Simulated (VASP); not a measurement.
# CsP2: single point with PBE

Crystal: CsP2.

```
Cs P
1.0
     5.80173    0.00000    0.00000
     0.00000    3.75881    0.00000
     0.00000    0.00000   10.10363
Cs P
2 4
Direct
  0.00000 0.50000 0.75000
  0.00000 0.50000 0.25000
  0.40262 0.24602 0.50000
  0.59738 0.75398 0.50000
  0.40262 0.75398 0.00000
  0.59738 0.24602 0.00000
```

The cell was generated, and may not be a known phase.

```json
{
  "Program": "VASP 6.6.1",
  "Task": "single point",
  "Functional": "PBE",
  "Potentials or basis": "VASP PAW PBE potentials, release 64 (Cs_sv, P)",
  "Cutoff": "520 eV",
  "k mesh": "4 × 4 × 4",
  "Occupations": "gaussian, width 0.1 eV",
  "Spin": "no spin polarisation",
  "Dipole correction": "no",
  "Further INCAR settings": "ALGO = Normal; EDIFF = 1e-06; NBANDS = 28"
}
```

The pressure is 0.0 GPa, the largest force is 0.032 eV/Å and the band gap on the k mesh is zero (bands 19 and 20 overlap by 1.88 eV).

Forces in eV/Å, atoms in the order of the input:
```
Cs   0.000  0.000  0.000
Cs   0.000  0.000  0.000
P    0.032 -0.005  0.000
P   -0.032  0.005  0.000
P    0.032  0.005  0.000
P   -0.032 -0.005  0.000
```

Stress tensor (GPa, compression positive):
```
-0.03  0.00  0.00
 0.00 -0.09  0.00
 0.00  0.00  0.07
```

Levels at points of the mesh, in eV from the Fermi level:
```
           k point  band 18  band 19  band 20  band 21  band 22  band 23
(0.00, 0.00, 0.00)    -0.74    -0.35    -0.23     0.86     1.49     1.50
(0.50, 0.00, 0.00)    -0.56    -0.38    -0.34     0.51     1.49     1.94
(0.00, 0.50, 0.00)    -1.76    -1.42    -1.17     1.43     2.27     2.61
(0.50, 0.50, 0.00)    -1.40    -1.39    -1.37     2.07     2.89     3.22
(0.00, 0.00, 0.50)    -1.14    -0.30    -0.30     1.17     1.17     2.12
(0.50, 0.00, 0.50)    -0.50    -0.50    -0.50     0.98     0.98     2.23
(0.00, 0.50, 0.50)    -1.60    -1.51    -1.51     1.90     1.90     2.66
(0.50, 0.50, 0.50)    -1.71    -1.40    -1.40     2.82     2.82     3.02
```

It took 73 s on 1 thread of Intel(R) Xeon(R) 6975P-C (Granite Rapids), on a shared host, peak memory 0.37 GiB.

Caveat: the k points lie up to 0.42 Å⁻¹ apart, too coarse for converged energies and pressures of a metal; spin-orbit coupling is left out, which moves the levels of the heavy elements.
